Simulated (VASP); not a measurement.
# MoS2 (P-6m2) in VASP: further runs

MoS2 is run at these levels: PBE; tasks: single point.

All numbers are computed with VASP 6.6.1; they aren't measurements. Logs are shortened: lines on timing, memory, paths and dates and some standing lists are left out, and cuts for length are marked.

### 1 The cell of the first run

It takes space group P-6m2 (No. 187, hexagonal). Conventional cell: a = 3.171 Å, b = 3.171 Å, c = 6.810 Å, α = 90.00°, β = 90.00°, γ = 120.00°. Mo (site symmetry -6m2) has 6 S at 2.40 Å and 6 Mo at 3.17 Å within 3.2 Å. S (site symmetry 3m) has 3 Mo at 2.40 Å and 7 S at 3.11 to 3.17 Å within 3.2 Å.

### 2 Single point, PBE

INCAR reads:

```
SYSTEM = MoS2
PREC = Accurate
ENCUT = 520
EDIFF = 1E-6
ISMEAR = -1
SIGMA = 0.02
LREAL = .FALSE.
LASPH = .TRUE.
NELM = 80
ALGO = Normal
ISIF = 2
LWAVE = .FALSE.
LCHARG = .FALSE.
GGA = PE
NBANDS = 20
```

KPOINTS reads:

```
Automatic mesh
0
G
  12 12 4
  0 0 0
```

POSCAR reads:

```
MoS2
1.0
    3.1709609040      0.0000000000      0.0000000000
   -1.5854804520      2.7461326973      0.0000000000
    0.0000000000      0.0000000000      6.8100252139
Mo S
1 2
Direct
    0.0000000000      0.0000000000      0.0000000000
    0.3333333333      0.6666666667      0.2285278115
    0.3333333333      0.6666666667      0.7714721885
```

Potentials or basis: VASP PAW PBE potentials, release 64 (Mo_sv, S).

Command:

```bash
cat potpaw_PBE.64/Mo_sv/POTCAR potpaw_PBE.64/S/POTCAR > POTCAR
mpirun -np 1 vasp_std > vasp.out
```

OUTCAR:

```text
SYSTEM = MoS2
   PREC = Accurate
   ENCUT = 520
   EDIFF = 1E-6
   ISMEAR = -1
   LREAL = .FALSE.
   LASPH = .TRUE.
   NELM = 80
   ISIF = 2
   GGA = PE

 ion  position               nearest neighbor table
   1  0.000  0.000  0.000-   2 2.40   3 2.40   2 2.40   3 2.40   2 2.40   3 2.40
   2  0.333  0.667  0.229-   1 2.40   1 2.40   1 2.40
   3  0.333  0.667  0.771-   1 2.40   1 2.40   1 2.40

  LATTYP: Found a hexagonal cell.
 ALAT       =     3.1709609040
 C/A-ratio  =     2.1476219418

  Lattice vectors:

 A1 = (   3.1709609040,   0.0000000000,   0.0000000000)
 A2 = (  -1.5854804520,   2.7461326973,   0.0000000000)
 A3 = (   0.0000000000,   0.0000000000,   6.8100252139)

Analysis of symmetry for initial positions (statically):
=====================================================================
 Subroutine PRICEL returns:
 Original cell was already a primitive cell.

 Routine SETGRP: Setting up the symmetry group for a
 hexagonal supercell.

 Subroutine GETGRP returns: Found 12 space group operations
 (whereof 12 operations were pure point group operations)
 out of a pool of 24 trial point group operations.

The static configuration has the point symmetry D_3h.

Analysis of symmetry for dynamics (positions and initial velocities):
=====================================================================
 Subroutine PRICEL returns:
 Original cell was already a primitive cell.

 Routine SETGRP: Setting up the symmetry group for a
 hexagonal supercell.

 Subroutine GETGRP returns: Found 12 space group operations
 (whereof 12 operations were pure point group operations)
 out of a pool of 24 trial point group operations.

The dynamic configuration has the point symmetry D_3h.

 Subroutine INISYM returns: Found 12 space group operations
 (whereof 12 operations are pure point group operations),
 and found     1 'primitive' translations

----------------------------------------------------------------------------------------

                                     Primitive cell

  volume of cell :      59.3009

  direct lattice vectors                    reciprocal lattice vectors
     3.170960904  0.000000000  0.000000000     0.315361819  0.182074231  0.000000000
    -1.585480452  2.746132697  0.000000000     0.000000000  0.364148463  0.000000000
     0.000000000  0.000000000  6.810025214     0.000000000  0.000000000  0.146842334

  length of vectors
     3.170960904  3.170960904  6.810025214     0.364148463  0.364148463  0.146842334

  position of ions in fractional coordinates (direct lattice)
     0.000000000  0.000000000  0.000000000
     0.333333333  0.666666667  0.228527812
     0.333333333  0.666666667  0.771472188

  ion indices of the primitive-cell ions
   primitive index   ion index
                 1           1
                 2           2
                 3           3

----------------------------------------------------------------------------------------

 KPOINTS: Automatic mesh

Automatic generation of k-mesh.
 Grid dimensions read from file:
 generate k-points for:   12   12    4

 Generating k-lattice:

  Cartesian coordinates                     Fractional coordinates (reciprocal lattice)
     0.026280152  0.015172853  0.000000000     0.083333333 -0.000000000  0.000000000
     0.000000000  0.030345705  0.000000000     0.000000000  0.083333333  0.000000000
     0.000000000  0.000000000  0.036710584     0.000000000  0.000000000  0.250000000

  Length of vectors
     0.030345705  0.030345705  0.036710584

  Shift w.r.t. Gamma in fractional coordinates (k-lattice)
     0.000000000  0.000000000  0.000000000

 Subroutine IBZKPT returns following result:
 ===========================================

 Found     57 irreducible k-points:

 Following reciprocal coordinates:
            Coordinates               Weight
  0.000000  0.000000  0.000000      1.000000
  0.083333  0.000000  0.000000      6.000000
  0.166667  0.000000  0.000000      6.000000
  0.250000  0.000000  0.000000      6.000000
  0.333333  0.000000  0.000000      6.000000
  0.416667  0.000000  0.000000      6.000000
[... 16 lines left out ...]
  0.250000  0.000000  0.250000     12.000000
  0.333333  0.000000  0.250000     12.000000
 [... further k-points ...]
   k-points           NKPTS =     57   k-points in BZ     NKDIM =     57   number of bands    NBANDS=     20
   number of dos      NEDOS =    301   number of ions     NIONS =      3
   total plane-waves  NPLWV =  31104
   dimension x,y,z NGX =    24 NGY =   24 NGZ =   54
   dimension x,y,z NGXF=    48 NGYF=   48 NGZF=  108
   ions per type =               1   2
   NGX,Y,Z   is equivalent  to a cutoff of  12.58, 12.58, 13.18 a.u.
   NGXF,Y,Z  is equivalent  to a cutoff of  25.17, 25.17, 26.36 a.u.
 SYSTEM =  MoS2
   PREC   = accura    normal or accurate (medium, high low for compatibility)
   ISTART =      0    job   : 0-new  1-cont  2-samecut
   ICHARG =      2    charge: 1-file 2-atom 10-const
   ISPIN  =      1    spin polarized calculation?
   LNONCOLLINEAR =      F non collinear calculations
   LSORBIT =      F    spin-orbit coupling
   LASPH  =      T    aspherical Exc in radial PAW
   ENCUT  =  520.0 eV  38.22 Ry    6.18 a.u.   5.90  5.90 12.66*2*pi/ulx,y,z
   NELM   =     80;   NELMIN=  2; NELMDL= -5     # of ELM steps
   EDIFF  = 0.1E-05   stopping-criterion for ELM
   LREAL  =      F    real-space projection
[... 7 lines left out ...]
   TEBEG  =    0.0;   TEEND  =   0.0 temperature during run
   PSTRESS=    0.0 pullay stress
   NELECT =      26.0000    total number of electrons
   NUPDOWN=      -1.0000    fix difference up-down
   EMIN   =  10.00;   EMAX   =-10.00  energy-range for DOS
   EFERMI =   0.00;   METHOD = LEGACY
   ISMEAR =    -1;   SIGMA  =   0.02  broadening in eV -4-tet -1-fermi 0-gaus
   EFERMI_NEDOS =   21; number of points for ismear=-14 and -15
   IALGO  =     38    algorithm
   IMIX   =      4    mixing-type and parameters
     AMIX     =   0.40;   BMIX     =  1.00
     AMIX_MAG =   1.60;   BMIX_MAG =  1.00
  volume/ion in A,a.u.               =      19.77       133.39
  Fermi-wavevector in a.u.,A,eV,Ry     =   1.243690  2.350234 21.045022  1.546765
  Thomas-Fermi vector in A             =   2.377990
   LORBIT       =      0    0 simple, 1 ext, 2 COOP (PROOUT), +10 PAW based schemes
   GGA     = PE    functional components
   LHFCALC =     F    Hartree Fock is set to
   AEXX    =    0.0000 exact exchange contribution
   IVDW    =     0    specifies the selected vdW correction
   LEPSILON=     F    determine dielectric tensor
   LRPA    =     F    only Hartree local field effects (RPA)
 non-spin polarized calculation
  energy-cutoff  :      520.00
  volume of cell :       59.30
 maximum number of plane-waves:      1614
 NGX is ok and might be reduce to    24
   NGX = 11   NGY = 11   NGZ = 25

 number of electron      26.0000000 magnetization

 Free energy of the ion-electron system (eV)
  ---------------------------------------------------
  ext. energy  EPLUGINS =         0.00000000
  ---------------------------------------------------
  free energy    TOTEN  =       -21.82884838 eV

  energy without entropy =      -21.82884838  energy(sigma->0) =      -21.82884838

 E-fermi :   6.4712     XC(G=0): -10.0527

 val. band max:        6.0188184410   @ k =   0.0000   0.0000   0.5000
 cond. band min:       7.2997032450   @ k =   0.3333   0.3333   0.0000
 fundamental gap:      1.2808848040
 Fermi energy:         6.4712451553

 k-point     1 :       0.0000    0.0000    0.0000
  band No.  band energies     occupation
      1     -55.2378      2.00000
      2     -29.3896      2.00000
      3     -29.1712      2.00000
      4     -29.1712      2.00000
      5      -8.5678      2.00000
      6      -7.1370      2.00000
[... 12 lines left out ...]
     19      13.3887      0.00000
     20      14.8692      0.00000

 k-point     2 :       0.0833    0.0000    0.0000
  band No.  band energies     occupation
      1     -55.2352      2.00000
      2     -29.3844      2.00000
      3     -29.1979      2.00000
      4     -29.1773      2.00000
      5      -8.4636      2.00000
      6      -7.0963      2.00000
[... 12 lines left out ...]
     19      13.5492      0.00000
     20      15.3427      0.00000

 k-point     3 :       0.1667    0.0000    0.0000
  band No.  band energies     occupation
      1     -55.2280      2.00000
      2     -29.3701      2.00000
      3     -29.2701      2.00000
      4     -29.1938      2.00000
      5      -8.1672      2.00000
      6      -6.9804      2.00000
[... 12 lines left out ...]
     19      14.1353      0.00000
     20      15.4994      0.00000

 k-point     4 :       0.2500    0.0000    0.0000
  band No.  band energies     occupation
      1     -55.2181      2.00000
      2     -29.3674      2.00000
      3     -29.3505      2.00000
      4     -29.2162      2.00000
      5      -7.7280      2.00000
      6      -6.8104      2.00000
[... 12 lines left out ...]
     19      14.4624      0.00000
     20      15.0672      0.00000

 k-point     5 :       0.3333    0.0000    0.0000
  band No.  band energies     occupation
      1     -55.2082      2.00000
      2     -29.4632      2.00000
      3     -29.3309      2.00000
      4     -29.2385      2.00000
      5      -7.2343      2.00000
      6      -6.6237      2.00000
[... 12 lines left out ...]
     19      13.3742      0.00000
     20      14.2765      0.00000
[... 353 lines left out ...]
      6      -7.1598      2.00000
[... 12 lines left out ...]
     19      13.7783      0.00000
     20      15.1821      0.00000

 k-point    22 :       0.1667    0.0000    0.2500
  band No.  band energies     occupation
      1     -55.2280      2.00000
      2     -29.3701      2.00000
      3     -29.2701      2.00000
      4     -29.1938      2.00000
      5      -8.1312      2.00000
      6      -7.0391      2.00000
[... 12 lines left out ...]
     19      14.1614      0.00000
     20      15.5562      0.00000

 k-point    23 :       0.2500    0.0000    0.2500
  band No.  band energies     occupation
      1     -55.2181      2.00000
      2     -29.3674      2.00000
      3     -29.3505      2.00000
      4     -29.2162      2.00000
      5      -7.6929      2.00000
      6      -6.8618      2.00000
[... 12 lines left out ...]
     19      14.3516      0.00000
     20      15.0852      0.00000

 k-point    24 :       0.3333    0.0000    0.2500
  band No.  band energies     occupation
      1     -55.2082      2.00000
      2     -29.4632      2.00000
      3     -29.3309      2.00000
      4     -29.2385      2.00000
      5      -7.2015      2.00000
      6      -6.6667      2.00000
[... 12 lines left out ...]
     19      13.6517      0.00000
     20      14.3180      0.00000

 [... further k-points ...]
[... 5 lines left out ...]
  --------------------------------------------------------------------------------------
  -------------------------------------------------------------------------------------
  Total        0.6147039      0.6147039      0.9760031      0.0000000      0.0000000      0.0000000
  in kB       16.6079271     16.6079271     26.3694257      0.0000000      0.0000000      0.0000000
  external PRESSURE =      19.8617599 kB  Pullay stress =       0.0000000 kB

 VOLUME and BASIS-vectors are now :
 -----------------------------------------------------------------------------
  energy-cutoff  :      520.00
  volume of cell :       59.30
      direct lattice vectors                 reciprocal lattice vectors
     3.170960904  0.000000000  0.000000000     0.315361819  0.182074231  0.000000000
    -1.585480452  2.746132697  0.000000000     0.000000000  0.364148463  0.000000000
     0.000000000  0.000000000  6.810025214     0.000000000  0.000000000  0.146842334

 POSITION                                       TOTAL-FORCE (eV/Angst)
 -----------------------------------------------------------------------------------
      0.00000      0.00000      0.00000         0.000000      0.000000      0.000000
     -0.00000      1.83076      1.55628        -0.000000     -0.000000      0.124214
     -0.00000      1.83076      5.25375        -0.000000      0.000000     -0.124214
 -----------------------------------------------------------------------------------
    total drift:                                0.000000     -0.000000     -0.000000

  FREE ENERGIE OF THE ION-ELECTRON SYSTEM (eV)
  ---------------------------------------------------
  free  energy   TOTEN  =       -21.8288483826 eV

  energy  without entropy=      -21.8288483826  energy(sigma->0) =      -21.82884838
```

Run time: 90 s. Hardware: 1 thread of Intel Xeon 8259CL, shared host; peak memory 0.21 GiB.

Results:

| Item | Value |
| --- | --- |
| Free energy | -21.8288 eV |
| Pressure | 2.0 GPa |
| Largest force | 0.124 eV/Å |
| Band gap on the k mesh | 1.28 eV (least direct gap 1.69 eV) |

Forces in eV/Å, atoms in the order of the input:
```
Mo   0.000  0.000  0.000
S    0.000  0.000  0.124
S    0.000  0.000 -0.124
```

Caveat: this functional lacks dispersion, which binds layers or chains, so the pressure and a relaxed spacing across them are unreliable. A k mesh can miss the band edges.

### 3 Single point, PBE (epitaxial xy strain +4.6%)

INCAR reads:

```
ALGO = Normal
EDIFF = 1E-7
ENCUT = 520
GGA = PE
ISIF = 2
ISMEAR = -1
LASPH = T
LCHARG = F
LREAL = F
LWAVE = F
NBANDS = 20
NELM = 100
PREC = Accurate
SIGMA = 0.02
```

KPOINTS reads:

```
k-points
0
Gamma
  12 12 4
```

POSCAR reads:

```
MoS2
1.0
    3.3158738174      0.0000000000      0.0000000000
   -1.6579369087      2.8716309616      0.0000000000
    0.0000000000      0.0000000000      6.7237732086
Mo S
1 2
Direct
    0.0000000000      0.0000000000      0.0000000000
    0.3333333333      0.6666666667      0.2250360455
    0.3333333333      0.6666666667      0.7749639545
```

Potentials or basis: VASP PAW PBE potentials, release 64 (Mo_sv, S).

Command:

```bash
cat potpaw_PBE.64/Mo_sv/POTCAR potpaw_PBE.64/S/POTCAR > POTCAR
mpirun -np 1 vasp_std > vasp.out
```

OUTCAR:

```text
EDIFF = 1E-7
   ENCUT = 520
   GGA = PE
   ISIF = 2
   ISMEAR = -1
   LASPH = T
   LREAL = F
   NELM = 100
   PREC = Accurate

 ion  position               nearest neighbor table
   1  0.000  0.000  0.000-   2 2.44   3 2.44   2 2.44   3 2.44   2 2.44   3 2.44
   2  0.333  0.667  0.225-   1 2.44   1 2.44   1 2.44
   3  0.333  0.667  0.775-   1 2.44   1 2.44   1 2.44

  LATTYP: Found a hexagonal cell.
 ALAT       =     3.3158738174
 C/A-ratio  =     2.0277530385

  Lattice vectors:

[... 193 lines left out ...]
      5      -9.0446      2.00000
      6      -7.5538      2.00000
[... 541 lines left out ...]
     19      12.7889      0.00000
     20      13.3676      0.00000

 [... further k-points ...]
[... 5 lines left out ...]
  --------------------------------------------------------------------------------------
  -------------------------------------------------------------------------------------
  Total       -3.2568921     -3.2568921      0.8321832      0.0000000     -0.0000000      0.0000000
  in kB      -81.5031277    -81.5031277     20.8252313      0.0000000     -0.0000000      0.0000000
  external PRESSURE =     -47.3936747 kB  Pullay stress =       0.0000000 kB

 VOLUME and BASIS-vectors are now :
 -----------------------------------------------------------------------------
  energy-cutoff  :      520.00
  volume of cell :       64.02
      direct lattice vectors                 reciprocal lattice vectors
     3.315873817  0.000000000  0.000000000     0.301579630  0.174117081  0.000000000
    -1.657936909  2.871630962  0.000000000     0.000000000  0.348234161  0.000000000
     0.000000000  0.000000000  6.723773209     0.000000000  0.000000000  0.148726016

 POSITION                                       TOTAL-FORCE (eV/Angst)
 -----------------------------------------------------------------------------------
      0.00000      0.00000      0.00000        -0.000000     -0.000000     -0.000000
     -0.00000      1.91442      1.51309         0.000000      0.000000      0.089481
     -0.00000      1.91442      5.21068         0.000000     -0.000000     -0.089481
 -----------------------------------------------------------------------------------
    total drift:                                0.000000     -0.000000     -0.000000

  FREE ENERGIE OF THE ION-ELECTRON SYSTEM (eV)
  ---------------------------------------------------
  free  energy   TOTEN  =       -21.6922010710 eV

  energy  without entropy=      -21.6922007276  energy(sigma->0) =      -21.69220090
```

OSZICAR:

```text
N       E                     dE             d eps       ncg     rms          rms(c)
DAV:   1     0.184651067056E+03    0.18465E+03   -0.13289E+04  2304   0.121E+03
DAV:   2    -0.150536541734E+02   -0.19970E+03   -0.19446E+03  2764   0.308E+02
DAV:   3    -0.232865633809E+02   -0.82329E+01   -0.81440E+01  2896   0.583E+01
DAV:   4    -0.233918493655E+02   -0.10529E+00   -0.10522E+00  2824   0.686E+00
DAV:   5    -0.233936988334E+02   -0.18495E-02   -0.18494E-02  2940   0.883E-01    0.212E+01
DAV:   6    -0.221752710455E+02    0.12184E+01   -0.14176E+01  2404   0.213E+01    0.870E+00
DAV:   7    -0.217784344813E+02    0.39684E+00   -0.46916E+00  2360   0.121E+01    0.524E+00
DAV:   8    -0.216926171743E+02    0.85817E-01   -0.49678E-01  2616   0.421E+00    0.148E+00
DAV:   9    -0.216928696450E+02   -0.25247E-03   -0.18288E-02  2696   0.846E-01    0.510E-01
DAV:  10    -0.216922315672E+02    0.63808E-03   -0.95680E-03  2572   0.621E-01    0.142E-01
DAV:  11    -0.216921757068E+02    0.55860E-04   -0.11835E-03  2648   0.226E-01    0.739E-02
DAV:  12    -0.216921643258E+02    0.11381E-04   -0.89057E-05  2660   0.535E-02    0.198E-02
DAV:  13    -0.216922000656E+02   -0.35740E-04   -0.77764E-05  2460   0.510E-02    0.890E-03
DAV:  14    -0.216922007000E+02   -0.63445E-06   -0.26628E-06  3056   0.104E-02    0.439E-03
DAV:  15    -0.216922010611E+02   -0.36101E-06   -0.98789E-07  2516   0.577E-03    0.154E-03
DAV:  16    -0.216922010710E+02   -0.99553E-08   -0.59065E-08  2256   0.138E-03
   1 F= -.21692201E+02 E0= -.21692201E+02  d E =-.343443E-06
```

Run time: 2.6 min. Hardware: 1 thread of Intel Xeon 8259CL, shared host; peak memory 0.22 GiB.

What came out:

```
Free energy            : -21.6922 eV
Pressure               : -4.7 GPa
Largest force          : 0.089 eV/Å
Band gap on the k mesh : 0.37 eV (least direct gap 1.25 eV)
```

Forces on the atoms (eV/Å):
```
Mo   0.000  0.000  0.000
S    0.000  0.000  0.089
S    0.000  0.000 -0.089
```

Caveat: the cell differs from its parent crystal (epitaxial xy strain +4.6%); the stress differs along the axes, from -8 to 2 GPa; semilocal functionals underestimate gaps, and a narrow one can read as zero; this functional lacks dispersion, which binds layers or chains, so the pressure and a relaxed spacing across them are unreliable. A k mesh can miss the band edges.
